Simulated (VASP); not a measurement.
# Nb in VASP: notebook

Aim: see how the results for Nb move with the level of theory and the settings. Levels: PBE+D3(BJ), PBE. Tasks: single point.

Program: VASP 6.6.1. These are calculated values, not measurements. Logs are shortened: lines on timing, memory, paths and dates and some standing lists are left out, and cuts for length are marked.

## 1. The cell of the first run

The structure is tetragonal, space group I4/mmm (No. 139). The conventional cell has a = 3.328 Å, b = 3.328 Å, c = 3.295 Å, α = 90.00°, β = 90.00°, γ = 90.00°. Nb (site symmetry 4/mmm) has 14 Nb at 2.87 to 3.33 Å within 3.8 Å.

## 2. Single point, PBE+D3(BJ) (cell strained by -1.0% along z)

INCAR

```
SYSTEM = Nb
ALGO = Normal
EDIFF = 1E-6
ENCUT = 380
GGA = PE
GGA_COMPAT = .False.
ISIF = 2
ISMEAR = -1
IVDW = 12
LASPH = .True.
LCHARG = .False.
LREAL = .False.
LWAVE = .False.
NBANDS = 16
NELM = 120
PREC = Accurate
SIGMA = 0.03
```

KPOINTS

```
Automatic mesh
0
Gamma
  15 15 15
  0 0 0
```

POSCAR

```
Nb
1.0
   -1.6639500000      1.6639500000      1.6473105000
    1.6639500000     -1.6639500000      1.6473105000
    1.6639500000      1.6639500000     -1.6473105000
Nb
1
Direct
    0.0000000000      0.0000000000      0.0000000000
```

Potentials or basis: VASP PAW PBE potentials, release 64 (Nb_sv).

Started as:

```bash
> cat potpaw_PBE.64/Nb_sv/POTCAR > POTCAR
> mpirun -np 1 vasp_std > vasp.out
```

OUTCAR:

```text
SYSTEM = Nb
   EDIFF = 1E-6
   ENCUT = 380
   GGA = PE
   ISIF = 2
   ISMEAR = -1
   IVDW = 12
   LASPH = .True.
   LREAL = .False.
   NELM = 120
   PREC = Accurate
 IVDW          = 12

 s9            =  0.00000000  s9, scaling of the three-body dispersion

 Found    288 irreducible k-points:

 Following reciprocal coordinates:
            Coordinates               Weight
  0.000000  0.000000  0.000000      1.000000
  0.066667 -0.000000  0.000000      8.000000
  0.133333 -0.000000  0.000000      8.000000
  0.200000 -0.000000  0.000000      8.000000
  0.266667 -0.000000  0.000000      8.000000
  0.333333 -0.000000  0.000000      8.000000
   k-points           NKPTS =    288   k-points in BZ     NKDIM =    288   number of bands    NBANDS=     16
   number of dos      NEDOS =    301   number of ions     NIONS =      1
   total plane-waves  NPLWV =   5832
   dimension x,y,z NGX =    18 NGY =   18 NGZ =   18
   dimension x,y,z NGXF=    36 NGYF=   36 NGZF=   36
   ions per type =               1
   NGX,Y,Z   is equivalent  to a cutoff of  10.42, 10.42, 10.42 a.u.
   NGXF,Y,Z  is equivalent  to a cutoff of  20.84, 20.84, 20.84 a.u.
 SYSTEM =  Nb
   PREC   = accura    normal or accurate (medium, high low for compatibility)
   ISTART =      0    job   : 0-new  1-cont  2-samecut
   ICHARG =      2    charge: 1-file 2-atom 10-const
   ISPIN  =      1    spin polarized calculation?
   LNONCOLLINEAR =      F non collinear calculations
   LSORBIT =      F    spin-orbit coupling
   LASPH  =      T    aspherical Exc in radial PAW
   ENCUT  =  380.0 eV  27.93 Ry    5.28 a.u.   4.57  4.57  4.57*2*pi/ulx,y,z
   NELM   =    120;   NELMIN=  2; NELMDL= -5     # of ELM steps
   EDIFF  = 0.1E-05   stopping-criterion for ELM
   LREAL  =      F    real-space projection
   EDIFFG = 0.1E-04   stopping-criterion for IOM
   NSW    =      0    number of steps for IOM
   IBRION =     -1    ionic relax: 0-MD 1-quasi-New 2-CG
   NFREE  =      0    steps in history (QN), initial steepest desc. (CG)
   ISIF   =      2    stress and relaxation
   ISYM   =      2    0-nonsym 1-usesym 2-fastsym
   POTIM  = 0.5000    time-step for ionic-motion
   TEBEG  =    0.0;   TEEND  =   0.0 temperature during run

   SCALEE = 1.0000    scale energy and forces
   PSTRESS=    0.0 pullay stress
   NELECT =      13.0000    total number of electrons
   NUPDOWN=      -1.0000    fix difference up-down
   EMIN   =  10.00;   EMAX   =-10.00  energy-range for DOS
   EFERMI =   0.00;   METHOD = LEGACY
   ISMEAR =    -1;   SIGMA  =   0.03  broadening in eV -4-tet -1-fermi 0-gaus
   EFERMI_NEDOS =   21; number of points for ismear=-14 and -15
   IALGO  =     38    algorithm
   IMIX   =      4    mixing-type and parameters
     AMIX     =   0.40;   BMIX     =  1.00
     AMIX_MAG =   1.60;   BMIX_MAG =  1.00
  volume/ion in A,a.u.               =      18.24       123.12
  Fermi-wavevector in a.u.,A,eV,Ry     =   1.462235  2.763224 29.091055  2.138132
  Thomas-Fermi vector in A             =   2.578473
   LORBIT       =      0    0 simple, 1 ext, 2 COOP (PROOUT), +10 PAW based schemes
   GGA     = PE    functional components
   LHFCALC =     F    Hartree Fock is set to
   AEXX    =    0.0000 exact exchange contribution
   IVDW    =    12    specifies the selected vdW correction
   LEPSILON=     F    determine dielectric tensor
   LRPA    =     F    only Hartree local field effects (RPA)

   CSHIFT  =0.1000    complex shift for real part using Kramers Kronig

   OMEGAMAX=  -1.0    maximum frequency
 non-spin polarized calculation
  energy-cutoff  :      380.00
  volume of cell :       18.24
 maximum number of plane-waves:       321
   NGX =  9   NGY =  9   NGZ =  9

 number of electron      13.0000003 magnetization

 Free energy of the ion-electron system (eV)
  ---------------------------------------------------
  ext. energy  EPLUGINS =         0.00000000
  ---------------------------------------------------
  free energy    TOTEN  =       -10.21140809 eV

  energy without entropy =      -10.20636898  energy(sigma->0) =      -10.20888854

 E-fermi :  11.0181     XC(G=0): -12.4338

 val. band max:       11.0171742983   @ k =   0.2000  -0.0000   0.0000
 cond. band min:      11.0193101226   @ k =  -0.2000   0.3333   0.1333
 fundamental gap:      0.0021358243
 Fermi energy:        11.0180873263

 k-point     1 :       0.0000    0.0000    0.0000
  band No.  band energies     occupation
      1     -43.3739      2.00000
      2     -18.7064      2.00000
      3     -18.7052      2.00000
      4     -18.7052      2.00000
      5       5.1092      2.00000
      6      11.3021      0.00015
[... 8 lines left out ...]
     15      35.9361      0.00000
     16      38.5670      0.00000

 k-point     2 :       0.0667   -0.0000    0.0000
  band No.  band energies     occupation
      1     -43.3640      2.00000
      2     -18.7664      2.00000
      3     -18.7238      2.00000
      4     -18.7064      2.00000
      5       5.2905      2.00000
      6      11.2356      0.00142
[... 8 lines left out ...]
     15      35.3185      0.00000
     16      38.3804      0.00000

 k-point     3 :       0.1333   -0.0000    0.0000
  band No.  band energies     occupation
      1     -43.3359      2.00000
      2     -18.9348      2.00000
      3     -18.7760      2.00000
      4     -18.7082      2.00000
      5       5.7998      2.00000
      6      10.9430      1.84892
[... 8 lines left out ...]
     15      34.1678      0.00000
     16      37.5269      0.00000

 k-point     4 :       0.2000   -0.0000    0.0000
  band No.  band energies     occupation
      1     -43.2941      2.00000
      2     -19.1776      2.00000
      3     -18.8520      2.00000
      4     -18.7106      2.00000
      5       6.5159      2.00000
      6      10.5417      2.00000
[... 8 lines left out ...]
     15      33.3554      0.00000
     16      35.6639      0.00000

 k-point     5 :       0.2667   -0.0000    0.0000
  band No.  band energies     occupation
      1     -43.2458      2.00000
      2     -19.4482      2.00000
      3     -18.9378      2.00000
      4     -18.7138      2.00000
      5       7.1805      2.00000
      6      10.1258      2.00000
[... 8 lines left out ...]
     15      33.2623      0.00000
     16      33.7517      0.00000

 k-point     6 :       0.3333   -0.0000    0.0000
  band No.  band energies     occupation
      1     -43.1991      2.00000
      2     -19.6992      2.00000
      3     -19.0188      2.00000
      4     -18.7169      2.00000
      5       7.4737      2.00000
      6       9.7638      2.00000
[... 8 lines left out ...]
     15      33.6267      0.00000
     16      34.3787      0.00000

 [... further k-points ...]

------------------------ aborting loop because EDIFF is reached ----------------------------------------

 Edisp (eV)   -0.72589

 E8    (eV) :    -0.3524

  FORCE on cell =-STRESS in cart. coord.  units (eV):
  Direction    XX          YY          ZZ          XY          YZ          ZX
  --------------------------------------------------------------------------------------
  -------------------------------------------------------------------------------------
  Total      -1.00006    -1.00006    -0.90139     0.00000    -0.00000     0.00000
  in kB     -87.82533   -87.82533   -79.15997     0.00000    -0.00000     0.00000
  external pressure =      -84.94 kB  Pullay stress =        0.00 kB

 VOLUME and BASIS-vectors are now :
 -----------------------------------------------------------------------------
  energy-cutoff  :      380.00
  volume of cell :       18.24
      direct lattice vectors                 reciprocal lattice vectors
    -1.663950000  1.663950000  1.647310500     0.000000000  0.300489798  0.303525049
     1.663950000 -1.663950000  1.647310500     0.300489798  0.000000000  0.303525049
     1.663950000  1.663950000 -1.647310500     0.300489798  0.300489798  0.000000000

 POSITION                                       TOTAL-FORCE (eV/Angst)
 -----------------------------------------------------------------------------------
      0.00000      0.00000      0.00000         0.000000     -0.000000     -0.000000
 -----------------------------------------------------------------------------------
    total drift:                                0.000000     -0.000000      0.000000

  FREE ENERGIE OF THE ION-ELECTRON SYSTEM (eV)
  ---------------------------------------------------
  free  energy   TOTEN  =       -10.9372987924 eV

  energy  without entropy=      -10.9322596765  energy(sigma->0) =      -10.93477923
```

It took 31 s on 1 thread of AMD EPYC 7R13 (Zen 3), shared host; peak memory 0.13 GiB.

Results:

| Property | Result |
| --- | --- |
| Free energy | -10.9373 eV |
| Pressure | -8.5 GPa |
| Band gap on the k mesh | zero (an odd number of electrons rules out a gap without spin polarisation) |
| Dispersion energy per atom | -0.726 eV |

Caveat: the cell differs from its parent crystal (cell strained by -1.0% along z); the cell stands under tension.

## 3. Single point, PBE+D3(BJ) (cell strained by -1.0% along z)

INCAR

```
SYSTEM = Nb
ALGO = Normal
EDIFF = 1E-6
ENCUT = 740
GGA = PE
GGA_COMPAT = .False.
ISIF = 2
ISMEAR = -1
IVDW = 12
LASPH = .True.
LCHARG = .False.
LREAL = .False.
LWAVE = .False.
NBANDS = 25
NELM = 120
PREC = Accurate
SIGMA = 0.02
```

KPOINTS

```
Automatic mesh
0
Gamma
  26 26 26
  0 0 0
```

POSCAR is that of step 2.

Potentials or basis: VASP PAW PBE potentials, release 64 (Nb_sv).

Started as:

```bash
> cat potpaw_PBE.64/Nb_sv/POTCAR > POTCAR
> mpirun -np 1 vasp_std > vasp.out
```

Wall time 12 min (1 thread of AMD EPYC 7R13 (Zen 3), shared host); peak memory 0.77 GiB.

Results (log left out):

```yaml
Free_energy: -10.9427 eV
Pressure: -8.0 GPa
Dispersion_energy_per_atom: -0.726 eV
```

Stress tensor (GPa, compression positive):
```
-8.35  0.00  0.00
 0.00 -8.35  0.00
 0.00  0.00 -7.26
```

Levels at points of the mesh, in eV from the Fermi level:
```tsv
k point	band 4	band 5	band 6	band 7	band 8	band 9	band 10	band 11
(0.00, 0.00, 0.00)	-29.70	-5.92	0.30	0.42	0.42	3.17	3.32	14.14
(0.50, 0.00, 0.00)	-29.72	-3.67	-1.65	2.25	3.31	3.97	6.28	11.58
(0.50, 0.50, 0.00)	-29.71	-3.66	-1.53	2.18	3.17	3.89	6.26	11.61
```

Caveat: the cell differs from its parent crystal (cell strained by -1.0% along z); the cell stands under tension.

## 4. Single point, PBE

This run uses another cell than the first one, of 18.43 Å³/atom.

INCAR

```
SYSTEM = Nb
  PREC = Accurate
  ENCUT = 500
  EDIFF = 1E-6
  ISMEAR = 0
  SIGMA = 0.028000000000000004
  LREAL = .False.
  LASPH = .True.
  NELM = 120
  ALGO = Normal
  ISIF = 2
  LWAVE = .False.
  LCHARG = .False.
  GGA = PE
  NBANDS = 12
  GGA_COMPAT = .False.
```

KPOINTS

```
Automatic mesh
0
Gamma
  11 11 11
  0 0 0
```

POSCAR

```
Nb
1.0
   -1.6639500000      1.6639500000      1.6639500000
    1.6639500000     -1.6639500000      1.6639500000
    1.6639500000      1.6639500000     -1.6639500000
Nb
1
Direct
    0.0000000000      0.0000000000      0.0000000000
```

Started as:

```bash
> cat potpaw_PBE.64/Nb_sv/POTCAR > POTCAR
> mpirun -np 1 vasp_std > vasp.out
```

Run time: 7.2 s. Hardware: 1 thread of Intel Xeon 8259CL, shared host; peak memory 0.14 GiB.

It converged, with:

```yaml
Free_energy: -10.2064 eV
Pressure: -2.1 GPa
Band_gap_on_the_k_mesh: zero (an odd number of electrons rules out a gap without spin polarisation)
```

Levels at points of the mesh, in eV from the Fermi level:
```csv
k point,band 3,band 4,band 5,band 6,band 7,band 8,band 9,band 10
"(0.00, 0.00, 0.00)",-29.70,-29.70,-5.83,0.43,0.43,0.43,3.26,3.26
```

## 5. Summary

```tsv
level	cell	k mesh	cutoff (eV)	smearing	tolerance level	purpose	dipole correction	gap on the mesh (eV)	pressure (GPa)
PBE+D3(BJ)	a = 2.872 Å, angles 109.2, 109.2, 110.0°, 1 atom	15 × 15 × 15	380	fermi-dirac 0.03 eV	screening	energy	-	none	-8.5
PBE+D3(BJ)	a = 2.872 Å, angles 109.2, 109.2, 110.0°, 1 atom	26 × 26 × 26	740	fermi-dirac 0.02 eV	screening	energy	-	none	-8.0
PBE	a = 2.882 Å, angles 109.5°, 1 atom	11 × 11 × 11	500	gaussian 0.028 eV	-	-	no	none	-2.1
```

Alike in all rows: task single point; potentials or basis VASP PAW PBE potentials, release 64 (Nb_sv); no spin polarisation.

Caveats: the cell stands under tension (at least some runs).

Total energies depend on the potentials used, so only differences within one code and one set of settings carry meaning.
